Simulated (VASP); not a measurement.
Crystal: AlN.

```
Al N
1.0
     0.00000    2.18488    2.18488
     2.18488    0.00000    2.18488
     2.18488    2.18488    0.00000
Al N
1 1
Direct
  0.00000 0.00000 0.00000
  0.75000 0.75000 0.75000
```

Base run:

```yaml
Program: VASP 6.6.1
Functional: PBE
Potentials_or_basis: VASP PAW PBE potentials, release 64 (Al, N)
Cutoff: 520 eV
k_mesh: 8 × 8 × 8
Occupations: gaussian, width 0.01 eV
Spin: no spin polarisation
```

Its results: band gap on the k mesh 3.32 eV, indirect (least direct gap 4.19 eV); pressure 4.3 GPa.

Question: The run is repeated on the same cell with these changes: functional from PBE to r2SCAN; further incar settings from ALGO = Normal; EDIFF = 1e-06; NBANDS = 11 to ALGO = Normal; EDIFF = 1e-07; NBANDS = 11. What comes out?

Answer: Band gap on the k mesh 3.93 eV, indirect (least direct gap 4.88 eV); pressure -0.4 GPa.

Caveats: the PAW data sets were made with another functional, which shifts forces and pressure a little (some runs).

A k mesh can miss the band edges.
